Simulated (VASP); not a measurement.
# As (C2/c) in VASP: further runs, part 2 of 2

VASP 6.6.1. The steps go on from the part before.

### 3 Single point, LDA (22.59 Å³/atom)

This run uses another cell than the first one, of 22.59 Å³/atom.

File INCAR:

```
SYSTEM = As
  ALGO = Normal
  EDIFF = 1E-6
  ENCUT = 520
  ISIF = 2
  ISMEAR = -1
  LASPH = .True.
  LCHARG = .False.
  LREAL = .False.
  LWAVE = .False.
  NBANDS = 12
  NELM = 100
  PREC = Accurate
  SIGMA = 0.1
```

File KPOINTS:

```
k-points
0
Gamma
  16 16 10
  0 0 0
```

File POSCAR:

```
As
1.0
   -3.0853818571      2.7042295124      1.4185557009
    2.7042295124     -3.0853818571      1.4185557009
    3.0354781455      3.0354781455     -2.1166369183
As
2
Direct
    0.0208380531      0.9791619469      0.0000000000
    0.7291619469      0.2708380531      0.5000000000
```

Potentials or basis: VASP PAW LDA potentials, release 64 (As).

On the command line:

```
cat potpaw_LDA.64/As/POTCAR > POTCAR
mpirun -np 1 vasp_std > vasp.out
```

OUTCAR:

```text
SYSTEM = As
   EDIFF = 1E-6
   ENCUT = 520
   ISIF = 2
   ISMEAR = -1
   LASPH = .True.
   LREAL = .False.
   NELM = 100
   PREC = Accurate

 ion  position               nearest neighbor table
   1  0.021  0.979  0.000-   2 2.56   2 2.56
   2  0.729  0.271  0.500-   1 2.56   1 2.56

  Warning from LATTYP: Got some problem with cell dimensions!
  Tried to take original basis but could not verify dimensions!
  LATTYP: Found a base centered monoclinic cell.
 ALAT       =     2.8878634535
 B/A-ratio  =     2.8352264750
 C/A-ratio  =     1.3235735286
 COS(beta)  =    -0.0018717923

  Lattice vectors:

 A1 = (   3.0853818571,  -2.7042295124,  -1.4185557009)
 A2 = (  -2.7042295124,   3.0853818571,  -1.4185557009)
 A3 = (   2.6543258008,   2.6543258008,   0.7204744835)

Analysis of symmetry for initial positions (statically):
=====================================================================
 Subroutine PRICEL returns:
 Original cell was already a primitive cell.

 Routine SETGRP: Setting up the symmetry group for a
 base centered monoclinic supercell.

 Subroutine GETGRP returns: Found  4 space group operations
 (whereof  2 operations were pure point group operations)
 out of a pool of  4 trial point group operations.

The static configuration has the point symmetry C_2 .
 The point group associated with its full space group is C_2h.

Analysis of symmetry for dynamics (positions and initial velocities):
=====================================================================
 Subroutine PRICEL returns:
 Original cell was already a primitive cell.

 Routine SETGRP: Setting up the symmetry group for a
 base centered monoclinic supercell.

 Subroutine GETGRP returns: Found  4 space group operations
 (whereof  2 operations were pure point group operations)
 out of a pool of  4 trial point group operations.

The dynamic configuration has the point symmetry C_2 .
 The point group associated with its full space group is C_2h.

 Subroutine INISYM returns: Found  4 space group operations
 (whereof  2 operations are pure point group operations),
 and found     1 'primitive' translations

[... 120 lines left out ...]
   LHFCALC =     F    Hartree Fock is set to
   AEXX    =    0.0000 exact exchange contribution
   IVDW    =     0    specifies the selected vdW correction
   LEPSILON=     F    determine dielectric tensor
   LRPA    =     F    only Hartree local field effects (RPA)
 non-spin polarized calculation
  energy-cutoff  :      520.00
  volume of cell :       45.19
 maximum number of plane-waves:      1238
   NGX = 17   NGY = 17   NGZ = 17

 number of electron      10.0000000 magnetization

 Free energy of the ion-electron system (eV)
  ---------------------------------------------------
  ext. energy  EPLUGINS =         0.00000000
  ---------------------------------------------------
  free energy    TOTEN  =       -10.45287634 eV

  energy without entropy =      -10.42962988  energy(sigma->0) =      -10.44125311

 E-fermi :   4.5227     XC(G=0): -10.0145

 val. band max:        4.5224052482   @ k =   0.1875   0.0625   0.3000
 cond. band min:       4.5304891617   @ k =  -0.0000  -0.0000   0.5000
 fundamental gap:      0.0080839136
 Fermi energy:         4.5227459955

 k-point     1 :       0.0000    0.0000    0.0000
  band No.  band energies     occupation
      1      -9.5719      2.00000
      2      -3.8175      2.00000
      3       0.9068      2.00000
      4       1.1214      2.00000
      5       6.2563      0.00000
      6       8.1465      0.00000
      7       8.3752      0.00000
      8       9.9185      0.00000
      9       9.9224      0.00000
     10      13.4064      0.00000
     11      13.5785      0.00000
     12      14.1095      0.00000
[... 331 lines left out ...]
 k-point    24 :      -0.0625    0.0625    0.0000
  band No.  band energies     occupation
      1      -9.5474      2.00000
      2      -3.9202      2.00000
      3       0.9962      2.00000
      4       1.1482      2.00000
      5       6.2791      0.00000
      6       8.0922      0.00000
      7       8.2066      0.00000
      8       9.8225      0.00000
      9       9.9966      0.00000
     10      13.3943      0.00000
     11      13.8119      0.00000
     12      14.2556      0.00000

 [... further k-points ...]
[... 5 lines left out ...]
  --------------------------------------------------------------------------------------
  -------------------------------------------------------------------------------------
  Total       -2.1531827     -2.1531827     -1.8452715     -0.2179328     -0.0744088     -0.0744088
  in kB      -76.3407526    -76.3407526    -65.4238097     -7.7267730     -2.6381530     -2.6381536
  external PRESSURE =     -72.7017716 kB  Pullay stress =       0.0000000 kB

 VOLUME and BASIS-vectors are now :
 -----------------------------------------------------------------------------
  energy-cutoff  :      520.00
  volume of cell :       45.19
      direct lattice vectors                 reciprocal lattice vectors
    -3.085381857  2.704229512  1.418555701     0.049229381  0.221952546  0.388903173
     2.704229512 -3.085381857  1.418555701     0.221952546  0.049229381  0.388903173
     3.035478145  3.035478145 -2.116636918     0.181744288  0.181744288  0.048832951

 POSITION                                       TOTAL-FORCE (eV/Angst)
 -----------------------------------------------------------------------------------
      2.58359     -2.96474      1.41856        -0.441559      0.441559     -0.000000
      0.00040      2.65392      0.36024         0.441559     -0.441559      0.000000
 -----------------------------------------------------------------------------------
    total drift:                                0.000000     -0.000000      0.000000

  FREE ENERGIE OF THE ION-ELECTRON SYSTEM (eV)
  ---------------------------------------------------
  free  energy   TOTEN  =       -10.4528763366 eV

  energy  without entropy=      -10.4296298772  energy(sigma->0) =      -10.44125311
```

stdout:

```text
POSCAR found type information on POSCAR As
 POSCAR found :  1 types and       2 ions
 scaLAPACK will be used
 LDA part: xc-table for (Slater(with rela. corr.)+CA(PZ))
 , standard interpolation
 POSCAR, INCAR and KPOINTS ok, starting setup
 FFT: planning ... GRIDC
 FFT: planning ... GRID_SOFT
 FFT: planning ... GRID
 WAVECAR not read
 entering main loop
```

It took 1.7 min on 1 thread of Intel Xeon 6975P-C (Granite Rapids), shared host; peak memory 0.41 GiB.

What came out:

```
Free energy            : -10.4529 eV
Pressure               : -7.3 GPa
Largest force          : 0.624 eV/Å
Band gap on the k mesh : zero (bands 5 and 6 overlap by 7.20 eV)
```

Forces in eV/Å, atoms in the order of the input:
```
As  -0.442  0.442  0.000
As   0.442 -0.442  0.000
```

Stress tensor (GPa, compression positive):
```
-7.63 -0.77 -0.26
-0.77 -7.63 -0.26
-0.26 -0.26 -6.54
```

Levels at points of the mesh, in eV from the Fermi level:
| k point | band 2 | band 3 | band 4 | band 5 | band 6 | band 7 | band 8 | band 9 |
| --- | --- | --- | --- | --- | --- | --- | --- | --- |
| (0.00, 0.00, 0.00) | -8.34 | -3.62 | -3.40 | 1.73 | 3.62 | 3.85 | 5.40 | 5.40 |
| (0.50, 0.00, 0.00) | -9.34 | -4.08 | -4.07 | -1.91 | -1.89 | 2.54 | 2.55 | 7.23 |
| (0.50, 0.50, 0.00) | -10.73 | -2.40 | -0.87 | -0.33 | 0.67 | 2.76 | 6.83 | 7.83 |
| (0.00, 0.00, 0.50) | -11.91 | -2.32 | -2.32 | 0.01 | 0.01 | 4.81 | 4.81 | 10.41 |
| (0.50, 0.00, 0.50) | -7.46 | -5.14 | -2.87 | -1.17 | 0.49 | 2.19 | 3.71 | 7.58 |
| (0.50, 0.50, 0.50) | -11.40 | -5.68 | -5.68 | 4.55 | 4.55 | 5.65 | 5.65 | 9.88 |

Caveat: the cell stands under tension.
